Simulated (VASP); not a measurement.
# Ag (I4/mmm) in VASP: single point with r2SCAN

Aim: the single point of Ag with r2SCAN.

Program: VASP 6.6.1. These are calculated values, not measurements. Logs are shortened: lines on timing, memory, paths and dates and some standing lists are left out, and cuts for length are marked.

**1. The cell of the first run**

The structure is tetragonal, space group I4/mmm (No. 139). The conventional cell has a = 3.477 Å, b = 3.477 Å, c = 3.229 Å, α = 90.00°, β = 90.00°, γ = 90.00°. Within 3.9 Å of Ag (site symmetry 4/mmm) lie 14 Ag at 2.94 to 3.48 Å.

**2. Single point, r2SCAN (strain +0.050 along x and y, -0.025 along z)**

The input, POSCAR:

```
Ag
1.0
   -1.7384367000      1.7384367000      1.6142626500
    1.7384367000     -1.7384367000      1.6142626500
    1.7384367000      1.7384367000     -1.6142626500
Ag
1
Direct
    0.0000000000      0.0000000000      0.0000000000
```

The input, INCAR.step1:

```
SYSTEM = Ag
ALGO = Normal
EDIFF = 1E-4
ENCUT = 520
GGA = PE
ISMEAR = 0
LASPH = .TRUE.
LCHARG = .FALSE.
LREAL = .FALSE.
LWAVE = .TRUE.
NBANDS = 12
NELM = 80
PREC = Accurate
SIGMA = 0.15
```

The input, INCAR.step2:

```
SYSTEM = Ag
ALGO = Normal
EDIFF = 1E-7
ENCUT = 520
ISIF = 2
ISMEAR = 0
ISTART = 1
LASPH = .TRUE.
LCHARG = .TRUE.
LELF = .TRUE.
LMIXTAU = .TRUE.
LREAL = .FALSE.
LVHAR = .TRUE.
LWAVE = .FALSE.
METAGGA = R2SCAN
NBANDS = 12
NELM = 80
PREC = Accurate
SIGMA = 0.15
```

The input, KPOINTS:

```
k-points
0
G
  20 20 20
  0 0 0
```

Potentials or basis: VASP PAW PBE potentials, release 64 (Ag).

Launch:

```console
> cat potpaw_PBE.64/Ag/POTCAR > POTCAR
> cp INCAR.step1 INCAR
> mpirun -np 1 vasp_std > vasp.out
> cp INCAR.step2 INCAR
> mpirun -np 1 vasp_std > vasp.out
```

OUTCAR:

```text
SYSTEM = Ag
   EDIFF = 1E-7
   ENCUT = 520
   ISIF = 2
   ISMEAR = 0
   ISTART = 1
   LASPH = .TRUE.
   LREAL = .FALSE.
   METAGGA = R2SCAN
   NELM = 80
   PREC = Accurate

 ion  position               nearest neighbor table
   1  0.000  0.000  0.000-

  LATTYP: Found a body centered tetragonal cell.
 ALAT       =     3.4768734000
 C/A-ratio  =     0.9285714286

  Lattice vectors:

 A1 = (  -1.7384367000,   1.7384367000,   1.6142626500)
 A2 = (   1.7384367000,  -1.7384367000,   1.6142626500)
 A3 = (   1.7384367000,   1.7384367000,  -1.6142626500)

Analysis of symmetry for initial positions (statically):
=====================================================================
 Subroutine PRICEL returns:
 Original cell was already a primitive cell.

 Routine SETGRP: Setting up the symmetry group for a
 body centered tetragonal supercell.

 Subroutine GETGRP returns: Found 16 space group operations
 (whereof 16 operations were pure point group operations)
 out of a pool of 16 trial point group operations.

The static configuration has the point symmetry D_4h.

Analysis of symmetry for dynamics (positions and initial velocities):
=====================================================================
 Subroutine PRICEL returns:
 Original cell was already a primitive cell.

 Routine SETGRP: Setting up the symmetry group for a
 body centered tetragonal supercell.

 Subroutine GETGRP returns: Found 16 space group operations
 (whereof 16 operations were pure point group operations)
 out of a pool of 16 trial point group operations.

The dynamic configuration has the point symmetry D_4h.

 Subroutine INISYM returns: Found 16 space group operations
 (whereof 16 operations are pure point group operations),
 and found     1 'primitive' translations

----------------------------------------------------------------------------------------

                                     Primitive cell

  volume of cell :      19.5143

  direct lattice vectors                    reciprocal lattice vectors
    -1.738436700  1.738436700  1.614262650     0.000000000  0.287614729  0.309738939
     1.738436700 -1.738436700  1.614262650     0.287614729  0.000000000  0.309738939
     1.738436700  1.738436700 -1.614262650     0.287614729  0.287614729  0.000000000

  length of vectors
     2.941116833  2.941116833  2.941116833     0.422682437  0.422682437  0.406748650

  position of ions in fractional coordinates (direct lattice)
     0.000000000  0.000000000  0.000000000

  ion indices of the primitive-cell ions
   primitive index   ion index
                 1           1

----------------------------------------------------------------------------------------

 KPOINTS: k-points

Automatic generation of k-mesh.
 Grid dimensions read from file:
 generate k-points for:   20   20   20

 Generating k-lattice:

  Cartesian coordinates                     Fractional coordinates (reciprocal lattice)
     0.000000000  0.014380736  0.015486947     0.050000000  0.000000000  0.000000000
     0.014380736  0.000000000  0.015486947     0.000000000  0.050000000  0.000000000
     0.014380736  0.014380736  0.000000000     0.000000000  0.000000000  0.050000000

  Length of vectors
     0.021134122  0.021134122  0.020337433

  Shift w.r.t. Gamma in fractional coordinates (k-lattice)
     0.000000000  0.000000000  0.000000000

 Subroutine IBZKPT returns following result:
 ===========================================

 Found    641 irreducible k-points:

 Following reciprocal coordinates:
            Coordinates               Weight
  0.000000  0.000000  0.000000      1.000000
  0.050000 -0.000000  0.000000      8.000000
  0.100000 -0.000000  0.000000      8.000000
  0.150000  0.000000  0.000000      8.000000
  0.200000 -0.000000  0.000000      8.000000
  0.250000  0.000000  0.000000      8.000000
[... 16 lines left out ...]
 -0.400000  0.050000 -0.000000     16.000000
 -0.350000  0.050000  0.000000     16.000000
 [... further k-points ...]
   k-points           NKPTS =    641   k-points in BZ     NKDIM =    641   number of bands    NBANDS=     12
   number of dos      NEDOS =    301   number of ions     NIONS =      1
   total plane-waves  NPLWV =  13824
   dimension x,y,z NGX =    24 NGY =   24 NGZ =   24
   dimension x,y,z NGXF=    48 NGYF=   48 NGZF=   48
   ions per type =               1
   NGX,Y,Z   is equivalent  to a cutoff of  13.57, 13.57, 13.57 a.u.
   NGXF,Y,Z  is equivalent  to a cutoff of  27.13, 27.13, 27.13 a.u.
 SYSTEM =  Ag
   PREC   = accura    normal or accurate (medium, high low for compatibility)
   ISTART =      1    job   : 0-new  1-cont  2-samecut
   ICHARG =      0    charge: 1-file 2-atom 10-const
   ISPIN  =      1    spin polarized calculation?
   LNONCOLLINEAR =      F non collinear calculations
   LSORBIT =      F    spin-orbit coupling
   LASPH  =      T    aspherical Exc in radial PAW
   ENCUT  =  520.0 eV  38.22 Ry    6.18 a.u.   5.47  5.47  5.47*2*pi/ulx,y,z
   NELM   =     80;   NELMIN=  2; NELMDL=  0     # of ELM steps
   EDIFF  = 0.1E-06   stopping-criterion for ELM
   LREAL  =      F    real-space projection
   EDIFFG = 0.1E-05   stopping-criterion for IOM
   NSW    =      0    number of steps for IOM
   IBRION =     -1    ionic relax: 0-MD 1-quasi-New 2-CG
   NFREE  =      0    steps in history (QN), initial steepest desc. (CG)
   ISIF   =      2    stress and relaxation
   ISYM   =      2    0-nonsym 1-usesym 2-fastsym
   POTIM  = 0.5000    time-step for ionic-motion
   TEBEG  =    0.0;   TEEND  =   0.0 temperature during run
   PSTRESS=    0.0 pullay stress
   NELECT =      11.0000    total number of electrons
   NUPDOWN=      -1.0000    fix difference up-down
   EMIN   =  10.00;   EMAX   =-10.00  energy-range for DOS
   EFERMI =   0.00;   METHOD = LEGACY
   ISMEAR =     0;   SIGMA  =   0.15  broadening in eV -4-tet -1-fermi 0-gaus
   EFERMI_NEDOS =   21; number of points for ismear=-14 and -15
   IALGO  =     38    algorithm
   IMIX   =      4    mixing-type and parameters
     AMIX     =   0.40;   BMIX     =  1.00
     AMIX_MAG =   1.60;   BMIX_MAG =  1.00
  volume/ion in A,a.u.               =      19.51       131.69
  Fermi-wavevector in a.u.,A,eV,Ry     =   1.352348  2.555567 24.882942  1.828845
  Thomas-Fermi vector in A             =   2.479694
   LORBIT       =      0    0 simple, 1 ext, 2 COOP (PROOUT), +10 PAW based schemes
   METAGGA = R2SCAN    functional components
   LHFCALC =     F    Hartree Fock is set to
   AEXX    =    0.0000 exact exchange contribution
   IVDW    =     0    specifies the selected vdW correction
   LEPSILON=     F    determine dielectric tensor
   LRPA    =     F    only Hartree local field effects (RPA)
 non-spin polarized calculation
 Gauss-broadening in eV      SIGMA  =   0.15
  energy-cutoff  :      520.00
  volume of cell :       19.51
 maximum number of plane-waves:       542
 NGX is ok and might be reduce to    24
   NGX = 11   NGY = 11   NGZ = 11

 number of electron      10.9999998 magnetization

 Free energy of the ion-electron system (eV)
  ---------------------------------------------------
  ext. energy  EPLUGINS =         0.00000000
  ---------------------------------------------------
  free energy    TOTEN  =       -21.26758818 eV

  energy without entropy =      -21.26440668  energy(sigma->0) =      -21.26599743

 E-fermi :   6.7391     XC(G=0): -12.0531

 val. band max:        6.7379483377   @ k =  -0.4500   0.4500   0.1000
 cond. band min:       6.7405179032   @ k =   0.5000   0.3000  -0.0000
 fundamental gap:      0.0025695655
 Fermi energy:         6.7391199749

 k-point     1 :       0.0000    0.0000    0.0000
  band No.  band energies     occupation
      1      -0.2704      2.00000
      2       1.7367      2.00000
      3       2.0260      2.00000
      4       2.0260      2.00000
      5       2.8039      2.00000
      6       3.1247      2.00000
      7      24.3252      0.00000
      8      24.3252      0.00000
      9      25.7515      0.00000
     10      28.8776      0.00000
     11      28.8776      0.00000
     12      29.8677      0.00000

 k-point     2 :       0.0500   -0.0000    0.0000
  band No.  band energies     occupation
      1      -0.1911      2.00000
      2       1.7487      2.00000
      3       2.0265      2.00000
      4       2.0355      2.00000
      5       2.8071      2.00000
      6       3.1093      2.00000
      7      24.2246      0.00000
      8      24.3442      0.00000
      9      25.4894      0.00000
     10      28.1483      0.00000
     11      28.3728      0.00000
     12      29.0916      0.00000

 k-point     3 :       0.1000   -0.0000    0.0000
  band No.  band energies     occupation
      1       0.0396      2.00000
      2       1.7535      2.00000
      3       2.0293      2.00000
      4       2.0954      2.00000
      5       2.8185      2.00000
      6       3.0703      2.00000
      7      23.7876      0.00000
      8      24.3895      0.00000
      9      24.6260      0.00000
     10      27.3053      0.00000
     11      27.3241      0.00000
     12      28.1386      0.00000

 k-point     4 :       0.1500    0.0000    0.0000
  band No.  band energies     occupation
      1       0.3919      2.00000
      2       1.7087      2.00000
      3       2.0508      2.00000
      4       2.2471      2.00000
      5       2.8413      2.00000
      6       3.0254      2.00000
      7      22.4938      0.00000
      8      23.6680      0.00000
      9      24.4051      0.00000
     10      26.1320      0.00000
     11      26.6483      0.00000
     12      27.9899      0.00000

 k-point     5 :       0.2000   -0.0000    0.0000
  band No.  band energies     occupation
      1       0.7739      2.00000
      2       1.6246      2.00000
      3       2.1715      2.00000
      4       2.4770      2.00000
      5       2.8765      2.00000
      6       2.9948      2.00000
      7      20.5835      0.00000
      8      22.8119      0.00000
      9      24.1225      0.00000
     10      25.2596      0.00000
     11      26.2019      0.00000
     12      28.4260      0.00000
[... 228 lines left out ...]
      1       0.7945      2.00000
      2       1.2123      2.00000
      3       2.9305      2.00000
      4       3.2029      2.00000
      5       3.7285      2.00000
      6       7.1303      0.00023
      7      10.7567      0.00000
      8      19.2966      0.00000
      9      19.9280      0.00000
     10      25.4362      0.00000
     11      26.5109      0.00000
     12      31.0427      0.00000

 k-point    22 :      -0.4500    0.0500   -0.0000
  band No.  band energies     occupation
      1       0.8421      2.00000
      2       1.2446      2.00000
      3       2.9424      2.00000
      4       3.1497      2.00000
      5       3.6109      2.00000
      6       6.1351      2.00000
      7      12.0393      0.00000
      8      19.4617      0.00000
      9      20.2093      0.00000
     10      25.4149      0.00000
     11      26.5271      0.00000
     12      31.3898      0.00000

 k-point    23 :      -0.4000    0.0500   -0.0000
  band No.  band energies     occupation
      1       0.9254      2.00000
      2       1.3047      2.00000
      3       2.9481      2.00000
      4       3.0728      2.00000
      5       3.3896      2.00000
      6       4.9983      2.00000
      7      13.7459      0.00000
      8      19.8168      0.00000
      9      20.7346      0.00000
     10      25.3684      0.00000
     11      26.5550      0.00000
     12      31.7966      0.00000

 k-point    24 :      -0.3500    0.0500    0.0000
  band No.  band energies     occupation
      1       1.0196      2.00000
      2       1.3872      2.00000
      3       2.9386      2.00000
      4       2.9621      2.00000
      5       3.1038      2.00000
      6       3.9877      2.00000
      7      15.6361      0.00000
      8      20.3292      0.00000
      9      21.4746      0.00000
     10      25.3017      0.00000
     11      26.6359      0.00000
     12      31.0734      0.00000

 [... further k-points ...]

------------------------ aborting loop because EDIFF is reached ----------------------------------------

  FORCE on cell =-STRESS in cart. coord.  units (eV):
  Direction    XX          YY          ZZ          XY          YZ          ZX
  --------------------------------------------------------------------------------------
  -------------------------------------------------------------------------------------
  Total       -0.9868909     -0.9868909     -1.0218628      0.0000000      0.0000000     -0.0000000
  in kB      -81.0266280    -81.0266280    -83.8979239      0.0000000      0.0000000     -0.0000000
  external PRESSURE =     -81.9837266 kB  Pullay stress =       0.0000000 kB

 VOLUME and BASIS-vectors are now :
 -----------------------------------------------------------------------------
  energy-cutoff  :      520.00
  volume of cell :       19.51
      direct lattice vectors                 reciprocal lattice vectors
    -1.738436700  1.738436700  1.614262650     0.000000000  0.287614729  0.309738939
     1.738436700 -1.738436700  1.614262650     0.287614729  0.000000000  0.309738939
     1.738436700  1.738436700 -1.614262650     0.287614729  0.287614729  0.000000000

 POSITION                                       TOTAL-FORCE (eV/Angst)
 -----------------------------------------------------------------------------------
      0.00000      0.00000      0.00000         0.000000      0.000000     -0.000000
 -----------------------------------------------------------------------------------
    total drift:                               -0.000000      0.000000      0.000000

  FREE ENERGIE OF THE ION-ELECTRON SYSTEM (eV)
  ---------------------------------------------------
  free  energy   TOTEN  =       -21.2675881802 eV

  energy  without entropy=      -21.2644066828  energy(sigma->0) =      -21.26599743
```

Wall time 3.9 min (1 thread of Intel Xeon Platinum 8488C (Sapphire Rapids), shared host); peak memory 0.27 GiB.

Results:

```yaml
Free_energy: -21.2676 eV
Pressure: -8.2 GPa
Band_gap_on_the_k_mesh: zero (an odd number of electrons rules out a gap without spin polarisation)
```

Levels at points of the mesh, in eV from the Fermi level:
```tsv
k point	band 2	band 3	band 4	band 5	band 6	band 7	band 8	band 9	band 10	band 11
(0.00, 0.00, 0.00)	-5.00	-4.71	-4.71	-3.94	-3.61	17.59	17.59	19.01	22.14	22.14
(0.50, 0.00, 0.00)	-5.55	-3.80	-3.49	-2.93	0.45	3.76	12.91	13.30	18.53	19.32
(0.50, 0.50, 0.00)	-5.22	-4.02	-3.75	-2.98	0.04	3.03	14.17	14.95	19.81	21.07
(0.50, 0.50, 0.50)	-5.96	-3.16	-3.16	-3.07	6.12	6.12	8.23	10.85	12.08	13.92
```

Caveat: the cell differs from its parent crystal (strain +0.050 along x and y, -0.025 along z); the cell stands under tension; the PAW data sets were made with another functional, which shifts forces and pressure a little.
